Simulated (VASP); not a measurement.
# Cs (P6_3/mmc) in VASP: a series of runs, part 2 of 2

VASP 6.6.1.

**4. Single point, PBE**

This run uses another cell than the first one, of 116.60 Å³/atom, 0.989 times its volume.

Contents of INCAR:

```
SYSTEM = Cs
PREC     = Accurate       ! precision mode
ENCUT    = 520            ! plane-wave cutoff, eV
EDIFF    = 1E-6           ! SCF threshold, eV
ISMEAR   = 0              ! smearing method
SIGMA    = 0.1            ! smearing width, eV
LREAL    = .False.        ! projectors in reciprocal space
LASPH    = .True.         ! aspherical terms in the spheres
NELM     = 80             ! most SCF steps
ALGO     = Fast           ! electronic algorithm
ISIF     = 2              ! what is computed and relaxed
LWAVE    = .False.        ! write WAVECAR
LCHARG   = .True.         ! write CHGCAR
GGA      = PE             ! functional
LELF     = .True.         ! ELF
LVHAR    = .True.       
NBANDS   = 26             ! bands
```

Contents of KPOINTS:

```
Automatic mesh
0
Gamma
  12 12 4
  0 0 0
```

Contents of POSCAR:

```
Cs
1.0
    5.4858952911      0.0000000000      0.0000000000
   -2.7429476456      4.7509246845      0.0000000000
    0.0000000000      0.0000000000     17.8948855897
Cs
4
Direct
    0.0000000000      0.0000000000      0.0000000000
    0.3333333333      0.6666666667      0.2500000000
    0.0000000000      0.0000000000      0.5000000000
    0.6666666667      0.3333333333      0.7500000000
```

Potentials or basis: VASP PAW PBE potentials, release 64 (Cs_sv).

Launch:

```console
$ cat potpaw_PBE.64/Cs_sv/POTCAR > POTCAR
$ mpirun -np 1 vasp_std > vasp.out
```

OUTCAR:

```text
SYSTEM = Cs
   PREC = Accurate
   ENCUT = 520
   EDIFF = 1E-6
   ISMEAR = 0
   LREAL = .False.
   LASPH = .True.
   NELM = 80
   ISIF = 2
   GGA = PE

 ion  position               nearest neighbor table
   1  0.000  0.000  0.000-
   2  0.333  0.667  0.250-
   3  0.000  0.000  0.500-
   4  0.667  0.333  0.750-

  LATTYP: Found a hexagonal cell.
 ALAT       =     5.4858952911
 C/A-ratio  =     3.2619808874

  Lattice vectors:

 A1 = (   5.4858952911,   0.0000000000,   0.0000000000)
 A2 = (  -2.7429476456,   4.7509246845,   0.0000000000)
 A3 = (   0.0000000000,   0.0000000000,  17.8948855897)

Analysis of symmetry for initial positions (statically):
=====================================================================
 Subroutine PRICEL returns:
 Original cell was already a primitive cell.

 Routine SETGRP: Setting up the symmetry group for a
 hexagonal supercell.

 Subroutine GETGRP returns: Found 24 space group operations
 (whereof 12 operations were pure point group operations)
 out of a pool of 24 trial point group operations.

The static configuration has the point symmetry D_3d.
 The point group associated with its full space group is D_6h.

Analysis of symmetry for dynamics (positions and initial velocities):
=====================================================================
 Subroutine PRICEL returns:
 Original cell was already a primitive cell.

 Routine SETGRP: Setting up the symmetry group for a
 hexagonal supercell.

 Subroutine GETGRP returns: Found 24 space group operations
 (whereof 12 operations were pure point group operations)
 out of a pool of 24 trial point group operations.

The dynamic configuration has the point symmetry D_3d.
 The point group associated with its full space group is D_6h.

 Subroutine INISYM returns: Found 24 space group operations
 (whereof 12 operations are pure point group operations),
 and found     1 'primitive' translations

----------------------------------------------------------------------------------------

                                     Primitive cell

  volume of cell :     466.3958

  direct lattice vectors                    reciprocal lattice vectors
     5.485895291  0.000000000  0.000000000     0.182285652  0.105242670  0.000000000
    -2.742947646  4.750924685  0.000000000     0.000000000  0.210485341  0.000000000
     0.000000000  0.000000000 17.894885590     0.000000000  0.000000000  0.055881888

  length of vectors
     5.485895291  5.485895291 17.894885590     0.210485341  0.210485341  0.055881888

  position of ions in fractional coordinates (direct lattice)
     0.000000000  0.000000000  0.000000000
     0.333333333  0.666666667  0.250000000
     0.000000000  0.000000000  0.500000000
     0.666666667  0.333333333  0.750000000

  ion indices of the primitive-cell ions
   primitive index   ion index
                 1           1
                 2           2
                 3           3
                 4           4

----------------------------------------------------------------------------------------

 KPOINTS: Automatic mesh

Automatic generation of k-mesh.
 Grid dimensions read from file:
 generate k-points for:   12   12    4

 Generating k-lattice:

  Cartesian coordinates                     Fractional coordinates (reciprocal lattice)
     0.015190471  0.008770223  0.000000000     0.083333333  0.000000000  0.000000000
     0.000000000  0.017540445  0.000000000     0.000000000  0.083333333  0.000000000
     0.000000000  0.000000000  0.013970472     0.000000000  0.000000000  0.250000000

  Length of vectors
     0.017540445  0.017540445  0.013970472

  Shift w.r.t. Gamma in fractional coordinates (k-lattice)
     0.000000000  0.000000000  0.000000000

 Subroutine IBZKPT returns following result:
 ===========================================

 Found     57 irreducible k-points:

 Following reciprocal coordinates:
            Coordinates               Weight
  0.000000  0.000000  0.000000      1.000000
  0.083333  0.000000  0.000000      6.000000
  0.166667 -0.000000  0.000000      6.000000
  0.250000  0.000000  0.000000      6.000000
  0.333333  0.000000  0.000000      6.000000
  0.416667 -0.000000  0.000000      6.000000
[... 16 lines left out ...]
  0.250000  0.000000  0.250000     12.000000
  0.333333  0.000000  0.250000     12.000000
 [... further k-points ...]
   k-points           NKPTS =     57   k-points in BZ     NKDIM =     57   number of bands    NBANDS=     26
   number of dos      NEDOS =    301   number of ions     NIONS =      4
   total plane-waves  NPLWV = 246960
   dimension x,y,z NGX =    42 NGY =   42 NGZ =  140
   dimension x,y,z NGXF=    84 NGYF=   84 NGZF=  280
   ions per type =               4
   NGX,Y,Z   is equivalent  to a cutoff of  12.73, 12.73, 13.01 a.u.
   NGXF,Y,Z  is equivalent  to a cutoff of  25.46, 25.46, 26.01 a.u.
 SYSTEM =  Cs
   PREC   = accura    normal or accurate (medium, high low for compatibility)
   ISTART =      0    job   : 0-new  1-cont  2-samecut
   ICHARG =      2    charge: 1-file 2-atom 10-const
   ISPIN  =      1    spin polarized calculation?
   LNONCOLLINEAR =      F non collinear calculations
   LSORBIT =      F    spin-orbit coupling
   LASPH  =      T    aspherical Exc in radial PAW
   ENCUT  =  520.0 eV  38.22 Ry    6.18 a.u.  10.20 10.20 33.27*2*pi/ulx,y,z
   NELM   =     80;   NELMIN=  2; NELMDL= -5     # of ELM steps
   EDIFF  = 0.1E-05   stopping-criterion for ELM
   LREAL  =      F    real-space projection
   EDIFFG = 0.1E-04   stopping-criterion for IOM
   NSW    =      0    number of steps for IOM
   IBRION =     -1    ionic relax: 0-MD 1-quasi-New 2-CG
   NFREE  =      0    steps in history (QN), initial steepest desc. (CG)
   ISIF   =      2    stress and relaxation
   ISYM   =      2    0-nonsym 1-usesym 2-fastsym
   POTIM  = 0.5000    time-step for ionic-motion
   TEBEG  =    0.0;   TEEND  =   0.0 temperature during run
   PSTRESS=    0.0 pullay stress
   NELECT =      36.0000    total number of electrons
   NUPDOWN=      -1.0000    fix difference up-down
   EMIN   =  10.00;   EMAX   =-10.00  energy-range for DOS
   EFERMI =   0.00;   METHOD = LEGACY
   ISMEAR =     0;   SIGMA  =   0.10  broadening in eV -4-tet -1-fermi 0-gaus
   EFERMI_NEDOS =   21; number of points for ismear=-14 and -15
   IALGO  =     68    algorithm
   IMIX   =      4    mixing-type and parameters
     AMIX     =   0.40;   BMIX     =  1.00
     AMIX_MAG =   1.60;   BMIX_MAG =  1.00
  volume/ion in A,a.u.               =     116.60       786.85
  Fermi-wavevector in a.u.,A,eV,Ry     =   0.697040  1.317214  6.610584  0.485864
  Thomas-Fermi vector in A             =   1.780257
   LORBIT       =      0    0 simple, 1 ext, 2 COOP (PROOUT), +10 PAW based schemes
   GGA     = PE    functional components
   LHFCALC =     F    Hartree Fock is set to
   AEXX    =    0.0000 exact exchange contribution
   IVDW    =     0    specifies the selected vdW correction
   LEPSILON=     F    determine dielectric tensor
   LRPA    =     F    only Hartree local field effects (RPA)
 non-spin polarized calculation
 RMM-DIIS sequential band-by-band and
 Gauss-broadening in eV      SIGMA  =   0.10
  energy-cutoff  :      520.00
  volume of cell :      466.40
 maximum number of plane-waves:     12596
 NGX is ok and might be reduce to    42
   NGX = 21   NGY = 21   NGZ = 67

 number of electron      36.0000007 magnetization

 Free energy of the ion-electron system (eV)
  ---------------------------------------------------
  ext. energy  EPLUGINS =         0.00000000
  ---------------------------------------------------
  free energy    TOTEN  =        -3.41846452 eV

  energy without entropy =       -3.39348053  energy(sigma->0) =       -3.40597252

 E-fermi :   0.4152     XC(G=0):  -5.3715

 val. band max:        0.4120138594   @ k =   0.4167   0.0833   0.5000
 cond. band min:       0.4153472271   @ k =   0.5000   0.0000   0.2500
 fundamental gap:      0.0033333677
 Fermi energy:         0.4151984152

 k-point     1 :       0.0000    0.0000    0.0000
  band No.  band energies     occupation
      1     -23.4404      2.00000
      2     -23.4376      2.00000
      3     -23.4375      2.00000
      4     -23.4347      2.00000
      5     -10.3163      2.00000
      6     -10.2530      2.00000
[... 18 lines left out ...]
     25       2.7795      0.00000
     26       2.8171      0.00000
[... 644 lines left out ...]
      4     -23.4332      2.00000
      5     -10.2947      2.00000
      6     -10.2863      2.00000
[... 18 lines left out ...]
     25       1.9620      0.00000
     26       2.0548      0.00000

 [... further k-points ...]
[... 5 lines left out ...]
  --------------------------------------------------------------------------------------
  -------------------------------------------------------------------------------------
  Total        0.0387412      0.0387412     -0.0074586     -0.0000000     -0.0000000      0.0000000
  in kB        0.1330850      0.1330850     -0.0256221     -0.0000000     -0.0000000      0.0000000
  external PRESSURE =       0.0801826 kB  Pullay stress =       0.0000000 kB

 VOLUME and BASIS-vectors are now :
 -----------------------------------------------------------------------------
  energy-cutoff  :      520.00
  volume of cell :      466.40
      direct lattice vectors                 reciprocal lattice vectors
     5.485895291  0.000000000  0.000000000     0.182285652  0.105242670  0.000000000
    -2.742947646  4.750924685  0.000000000     0.000000000  0.210485341  0.000000000
     0.000000000  0.000000000 17.894885590     0.000000000  0.000000000  0.055881888

 POSITION                                       TOTAL-FORCE (eV/Angst)
 -----------------------------------------------------------------------------------
      0.00000      0.00000      0.00000         0.000000      0.000000      0.000000
     -0.00000      3.16728      4.47372         0.000000     -0.000000     -0.000000
      0.00000      0.00000      8.94744         0.000000      0.000000      0.000000
      2.74295      1.58364     13.42116        -0.000000      0.000000     -0.000000
 -----------------------------------------------------------------------------------
    total drift:                               -0.000000      0.000000     -0.000000

  FREE ENERGIE OF THE ION-ELECTRON SYSTEM (eV)
  ---------------------------------------------------
  free  energy   TOTEN  =        -3.4184645208 eV

  energy  without entropy=       -3.3934805254  energy(sigma->0) =       -3.40597252
```

Run time: 12 min. Hardware: 1 thread of Intel Xeon 6975P-C, shared host; peak memory 0.87 GiB.

Results:

| Quantity | Value |
| --- | --- |
| Free energy | -3.4185 eV |
| Pressure | 0.0 GPa |
| Band gap on the k mesh | zero (band 18 reaches 1.09 eV, above the bottom of band 19 at -0.64 eV) |

Levels at points of the mesh, in eV from the Fermi level:
```csv
k point,band 14,band 15,band 16,band 17,band 18,band 19,band 20,band 21,band 22,band 23
"(0.00, 0.00, 0.00)",-10.60,-10.60,-10.60,-1.66,-1.06,-1.05,-0.02,0.76,1.63,1.64
"(0.50, 0.00, 0.00)",-10.63,-10.62,-10.62,-0.02,0.17,0.21,0.31,0.77,0.90,0.99
"(0.00, 0.00, 0.50)",-10.61,-10.61,-10.61,-1.50,-1.50,-0.44,-0.44,1.10,1.10,2.17
"(0.50, 0.00, 0.50)",-10.63,-10.62,-10.62,0.05,0.05,0.28,0.28,0.81,0.81,1.04
```

Caveat: spin-orbit coupling is left out, which moves the levels of the heavy elements.

**5. Overview**

| cell | k mesh | further INCAR settings | gap on the mesh (eV) | pressure (GPa) |
| --- | --- | --- | --- | --- |
| a = 5.415, b = 5.415, c = 18.575 Å, angles 90.0, 90.0, 120.0°, 4 atoms | 9 × 9 × 4 | ALGO = Fast; EDIFF = 1e-06; NBANDS = 26 | none | 0.0 |
| a = 5.507, b = 5.507, c = 18.602 Å, angles 90.0, 90.0, 120.0°, 4 atoms | 9 × 9 × 4 | ALGO = Fast; EDIFF = 1e-07; NBANDS = 26 | none | -0.1 |
| a = 5.486, b = 5.486, c = 17.895 Å, angles 90.0, 90.0, 120.0°, 4 atoms | 12 × 12 × 4 | ALGO = Fast; EDIFF = 1e-06; NBANDS = 26 | none | 0.0 |

Alike in all rows: task single point; level PBE; potentials or basis VASP PAW PBE potentials, release 64 (Cs_sv); no spin polarisation; cutoff (eV) 520; smearing gaussian 0.1 eV.

Caveats: spin-orbit coupling is left out, which moves the levels of the heavy elements.

Total energies depend on the potentials used, so only differences within one code and one set of settings carry meaning.
